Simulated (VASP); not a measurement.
# TiO2 (Pbcn) in VASP: electric field gradients with PBE

Aim: the electric field gradients of TiO2 with PBE.

Program: VASP 6.6.1. These are calculated values, not measurements. Logs are shortened: lines on timing, memory, paths and dates and some standing lists are left out, and cuts for length are marked.

## (1) The cell of the first run

It takes space group Pbcn (No. 60, orthorhombic). The conventional cell has a = 4.545 Å, b = 5.520 Å, c = 4.909 Å, α = 90.00°, β = 90.00°, γ = 90.00°. Ti (site symmetry 2) has 6 O at 1.88 to 2.09 Å within 2.5 Å. O (site symmetry 1) has 3 Ti at 1.88 to 2.09 Å and 12 O at 2.58 to 2.97 Å within 3.0 Å.

## (2) Electric field gradients, PBE

The input, INCAR:

```
PREC = Accurate
ENCUT = 520
EDIFF = 1E-8
ISMEAR = -1
SIGMA = 0.01
LREAL = False
LASPH = True
NELM = 60
ALGO = Normal
ISIF = 2
LWAVE = False
LCHARG = False
GGA = PE
LEFG = True
NBANDS = 60
```

The input, KPOINTS:

```
Automatic mesh
0
Gamma
  6 5 6
```

The input, POSCAR:

```
TiO2
1.0
    4.5453495500      0.0000000000      0.0000000000
    0.0000000000      5.5196194400      0.0000000000
    0.0000000000      0.0000000000      4.9091968600
Ti O
4 8
Direct
    0.5000000000      0.6729909300      0.7500000000
    0.0000000000      0.8270090700      0.2500000000
    0.5000000000      0.3270090700      0.2500000000
    0.0000000000      0.1729909300      0.7500000000
    0.7285493800      0.6182753600      0.0813509200
    0.2285493800      0.8817246400      0.9186490800
    0.7714506200      0.8817246400      0.5813509200
    0.2714506200      0.6182753600      0.4186490800
    0.7285493800      0.3817246400      0.5813509200
    0.2285493800      0.1182753600      0.4186490800
    0.7714506200      0.1182753600      0.0813509200
    0.2714506200      0.3817246400      0.9186490800
```

Potentials or basis: VASP PAW PBE potentials, release 64 (Ti_sv, O).

Run with:

```bash
cat potpaw_PBE.64/Ti_sv/POTCAR potpaw_PBE.64/O/POTCAR > POTCAR
mpirun -np 1 vasp_std > vasp.out
```

OUTCAR:

```text
PREC = Accurate
   ENCUT = 520
   EDIFF = 1E-8
   ISMEAR = -1
   LREAL = False
   LASPH = True
   NELM = 60
   ISIF = 2
   GGA = PE

 ion  position               nearest neighbor table
   1  0.500  0.673  0.750-   6 1.88   7 1.88   5 1.95   8 1.95   9 2.09  12 2.09
   2  0.000  0.827  0.250-   5 1.88   8 1.88   7 1.95   6 1.95  10 2.09  11 2.09
   3  0.500  0.327  0.250-  10 1.88  11 1.88   9 1.95  12 1.95   5 2.09   8 2.09
   4  0.000  0.173  0.750-   9 1.88  12 1.88  11 1.95  10 1.95   6 2.09   7 2.09
   5  0.729  0.618  0.081-   2 1.88   1 1.95   3 2.09
   6  0.229  0.882  0.919-   1 1.88   2 1.95   4 2.09
   7  0.771  0.882  0.581-   1 1.88   2 1.95   4 2.09
   8  0.271  0.618  0.419-   2 1.88   1 1.95   3 2.09
   9  0.729  0.382  0.581-   4 1.88   3 1.95   1 2.09
  10  0.229  0.118  0.419-   3 1.88   4 1.95   2 2.09
  11  0.771  0.118  0.081-   3 1.88   4 1.95   2 2.09
  12  0.271  0.382  0.919-   4 1.88   3 1.95   1 2.09

  LATTYP: Found a simple orthorhombic cell.
 ALAT       =     4.5453495500
 B/A-ratio  =     1.0800482572
 C/A-ratio  =     1.2143443269

  Lattice vectors:

 A1 = (  -4.5453495500,   0.0000000000,   0.0000000000)
 A2 = (   0.0000000000,   0.0000000000,   4.9091968600)
 A3 = (   0.0000000000,   5.5196194400,   0.0000000000)

Analysis of symmetry for initial positions (statically):
=====================================================================
 Subroutine PRICEL returns:
 Original cell was already a primitive cell.

 Routine SETGRP: Setting up the symmetry group for a
 simple orthorhombic supercell.

 Subroutine GETGRP returns: Found  8 space group operations
 (whereof  2 operations were pure point group operations)
 out of a pool of  8 trial point group operations.

The static configuration has the point symmetry S_2 .
 The point group associated with its full space group is D_2h.

Analysis of symmetry for dynamics (positions and initial velocities):
=====================================================================
 Subroutine PRICEL returns:
 Original cell was already a primitive cell.

 Routine SETGRP: Setting up the symmetry group for a
 simple orthorhombic supercell.

 Subroutine GETGRP returns: Found  8 space group operations
 (whereof  2 operations were pure point group operations)
 out of a pool of  8 trial point group operations.

The dynamic configuration has the point symmetry S_2 .
 The point group associated with its full space group is D_2h.

 Subroutine INISYM returns: Found  8 space group operations
 (whereof  2 operations are pure point group operations),
 and found     1 'primitive' translations

----------------------------------------------------------------------------------------

                                     Primitive cell

  volume of cell :     123.1649

  direct lattice vectors                    reciprocal lattice vectors
     4.545349550  0.000000000  0.000000000     0.220005082  0.000000000  0.000000000
     0.000000000  5.519619440  0.000000000     0.000000000  0.181171911  0.000000000
     0.000000000  0.000000000  4.909196860     0.000000000  0.000000000  0.203699307

  length of vectors
     4.545349550  5.519619440  4.909196860     0.220005082  0.181171911  0.203699307

  position of ions in fractional coordinates (direct lattice)
     0.500000000  0.672990930  0.750000000
     0.000000000  0.827009070  0.250000000
     0.500000000  0.327009070  0.250000000
     0.000000000  0.172990930  0.750000000
     0.728549380  0.618275360  0.081350920
     0.228549380  0.881724640  0.918649080
     0.771450620  0.881724640  0.581350920
     0.271450620  0.618275360  0.418649080
     0.728549380  0.381724640  0.581350920
     0.228549380  0.118275360  0.418649080
     0.771450620  0.118275360  0.081350920
     0.271450620  0.381724640  0.918649080

  ion indices of the primitive-cell ions
[... 107 lines left out ...]
  Fermi-wavevector in a.u.,A,eV,Ry     =   1.506617  2.847094 30.883806  2.269896
  Thomas-Fermi vector in A             =   2.617311
   LORBIT       =      0    0 simple, 1 ext, 2 COOP (PROOUT), +10 PAW based schemes
   GGA     = PE    functional components
   LHFCALC =     F    Hartree Fock is set to
   AEXX    =    0.0000 exact exchange contribution
   IVDW    =     0    specifies the selected vdW correction
   LEPSILON=     F    determine dielectric tensor
   LRPA    =     F    only Hartree local field effects (RPA)
 non-spin polarized calculation
  energy-cutoff  :      520.00
  volume of cell :      123.16
 maximum number of plane-waves:      3342
 NGX is ok and might be reduce to    36
   NGX = 17   NGY = 21   NGZ = 19

 number of electron      96.0000013 magnetization

 Free energy of the ion-electron system (eV)
  ---------------------------------------------------
  ext. energy  EPLUGINS =         0.00000000
  ---------------------------------------------------
  free energy    TOTEN  =      -107.36087639 eV

  energy without entropy =     -107.36087639  energy(sigma->0) =     -107.36087639

 E-fermi :   5.0214     XC(G=0): -11.5228

 val. band max:        4.6431404453   @ k =   0.0000   0.0000   0.0000
 cond. band min:       7.2401345546   @ k =   0.0000   0.0000   0.5000
 fundamental gap:      2.5969941093
 Fermi energy:         5.0214196687

 k-point     1 :       0.0000    0.0000    0.0000
  band No.  band energies     occupation
      1     -51.8051      2.00000
      2     -51.7832      2.00000
      3     -51.7752      2.00000
      4     -51.7697      2.00000
      5     -28.2419      2.00000
      6     -28.1646      2.00000
[... 1501 lines left out ...]
     59       8.7080      0.00000
     60       8.7080      0.00000

 [... further k-points ...]

------------------------ aborting loop because EDIFF is reached ----------------------------------------

  FORCE on cell =-STRESS in cart. coord.  units (eV):
  Direction    XX          YY          ZZ          XY          YZ          ZX
  --------------------------------------------------------------------------------------
  -------------------------------------------------------------------------------------
  Total        3.7088224      3.6755224      3.6823943      0.0000000      0.0000000      0.0000000
  in kB       48.2458260     47.8126472     47.9020389      0.0000000      0.0000000      0.0000000
  external PRESSURE =      47.9868374 kB  Pullay stress =       0.0000000 kB

 VOLUME and BASIS-vectors are now :
 -----------------------------------------------------------------------------
  energy-cutoff  :      520.00
  volume of cell :      123.16
      direct lattice vectors                 reciprocal lattice vectors
     4.545349550  0.000000000  0.000000000     0.220005082  0.000000000  0.000000000
     0.000000000  5.519619440  0.000000000     0.000000000  0.181171911  0.000000000
     0.000000000  0.000000000  4.909196860     0.000000000  0.000000000  0.203699307

 POSITION                                       TOTAL-FORCE (eV/Angst)
 -----------------------------------------------------------------------------------
      2.27267      3.71465      3.68190        -0.000000      0.085955     -0.000000
      0.00000      4.56478      1.22730        -0.000000     -0.085955     -0.000000
      2.27267      1.80497      1.22730        -0.000000     -0.085955     -0.000000
      0.00000      0.95484      3.68190        -0.000000      0.085955     -0.000000
      3.31151      3.41264      0.39937         0.044662      0.011480      0.005817
      1.03884      4.86678      4.50983         0.044662     -0.011480     -0.005817
      3.50651      4.86678      2.85397        -0.044662     -0.011480      0.005817
      1.23384      3.41264      2.05523        -0.044662      0.011480     -0.005817
      3.31151      2.10697      2.85397         0.044662     -0.011480      0.005817
      1.03884      0.65283      2.05523         0.044662      0.011480     -0.005817
      3.50651      0.65283      0.39937        -0.044662      0.011480      0.005817
      1.23384      2.10697      4.50983        -0.044662     -0.011480     -0.005817
 -----------------------------------------------------------------------------------
    total drift:                                0.000000      0.000000      0.000000

  FREE ENERGIE OF THE ION-ELECTRON SYSTEM (eV)
  ---------------------------------------------------
  free  energy   TOTEN  =      -107.3608763902 eV

  energy  without entropy=     -107.3608763902  energy(sigma->0) =     -107.36087639

 Electric field gradients (V/A^2)
---------------------------------------------------------------------
 ion       V_xx      V_yy      V_zz      V_xy      V_xz      V_yz
---------------------------------------------------------------------
   1     -13.711    25.766   -12.055     0.000     3.423    -0.000
   2     -13.711    25.766   -12.055    -0.000    -3.423    -0.000
   3     -13.711    25.766   -12.055    -0.000     3.423     0.000
   4     -13.711    25.766   -12.055    -0.000    -3.423    -0.000
   5      -5.067     0.799     4.269    22.112     7.053    -2.154
   6      -5.067     0.799     4.269   -22.112    -7.053    -2.154
   7      -5.067     0.799     4.269    22.112    -7.053     2.154
   8      -5.067     0.799     4.269   -22.112     7.053     2.154
   9      -5.067     0.799     4.269   -22.112     7.053     2.154
  10      -5.067     0.799     4.269    22.112    -7.053     2.154
  11      -5.067     0.799     4.269   -22.112    -7.053    -2.154
  12      -5.067     0.799     4.269    22.112     7.053    -2.154
---------------------------------------------------------------------

 Electric field gradients after diagonalization (V/A^2)
 (convention: |V_zz| > |V_xx| > |V_yy|)
----------------------------------------------------------------------
 ion       V_xx      V_yy      V_zz     asymmetry (V_yy - V_xx)/ V_zz
----------------------------------------------------------------------
   1     -16.405    -9.362    25.766       0.273
   2     -16.405    -9.362    25.766       0.273
   3     -16.405    -9.362    25.766       0.273
   4     -16.405    -9.362    25.766       0.273
   5      20.762     5.184   -25.946       0.600
   6      20.762     5.184   -25.946       0.600
   7      20.762     5.184   -25.946       0.600
   8      20.762     5.184   -25.946       0.600
   9      20.762     5.184   -25.946       0.600
  10      20.762     5.184   -25.946       0.600
  11      20.762     5.184   -25.946       0.600
  12      20.762     5.184   -25.946       0.600
----------------------------------------------------------------------

           NMR quadrupolar parameters

 Cq : quadrupolar parameter    Cq=e*Q*V_zz/h
 eta: asymmetry parameters     (V_yy - V_xx)/ V_zz
 Q  : nuclear electric quadrupole moment in mb (millibarn)
----------------------------------------------------------------------
 ion       Cq(MHz)       eta       Q (mb)
----------------------------------------------------------------------
   1       0.062       0.273       1.000
   2       0.062       0.273       1.000
   3       0.062       0.273       1.000
   4       0.062       0.273       1.000
   5      -0.063       0.600       1.000
   6      -0.063       0.600       1.000
   7      -0.063       0.600       1.000
   8      -0.063       0.600       1.000
   9      -0.063       0.600       1.000
  10      -0.063       0.600       1.000
  11      -0.063       0.600       1.000
  12      -0.063       0.600       1.000
----------------------------------------------------------------------
```

It took 8.7 min on 1 thread of Intel Xeon Platinum 8488C (Sapphire Rapids), shared host; peak memory 0.39 GiB.

Results:

```
Free energy                             : -107.3609 eV
Pressure                                : 4.8 GPa
Largest force                           : 0.086 eV/Å
Band gap on the k mesh                  : 2.60 eV (least direct gap 2.65 eV)
Largest electric field gradient by atom : Ti +25.8; O -25.9 V/Å²
```

Forces in eV/Å, atoms in the order of the input:
```
Ti   0.000  0.086  0.000
Ti   0.000 -0.086  0.000
Ti   0.000 -0.086  0.000
Ti   0.000  0.086  0.000
O    0.045  0.011  0.006
O    0.045 -0.011 -0.006
O   -0.045 -0.011  0.006
O   -0.045  0.011 -0.006
O    0.045 -0.011  0.006
O    0.045  0.011 -0.006
O   -0.045  0.011  0.006
O   -0.045 -0.011 -0.006
```

Electric field gradients, principal values (V/Å²):
```csv
atom,least,middle,greatest (by size)
1 Ti,-9.362,-16.405,25.766
2 Ti,-9.362,-16.405,25.766
3 Ti,-9.362,-16.405,25.766
4 Ti,-9.362,-16.405,25.766
5 O,5.184,20.762,-25.946
6 O,5.184,20.762,-25.946
7 O,5.184,20.762,-25.946
8 O,5.184,20.762,-25.946
9 O,5.184,20.762,-25.946
10 O,5.184,20.762,-25.946
11 O,5.184,20.762,-25.946
12 O,5.184,20.762,-25.946
```

Caveat: the cell stands under pressure; without QUAD_EFG the Cq values of the log hold for a quadrupole moment of 1 mb, not for the nuclei; an odd mesh through Γ misses points on the zone boundary, where band edges can lie.
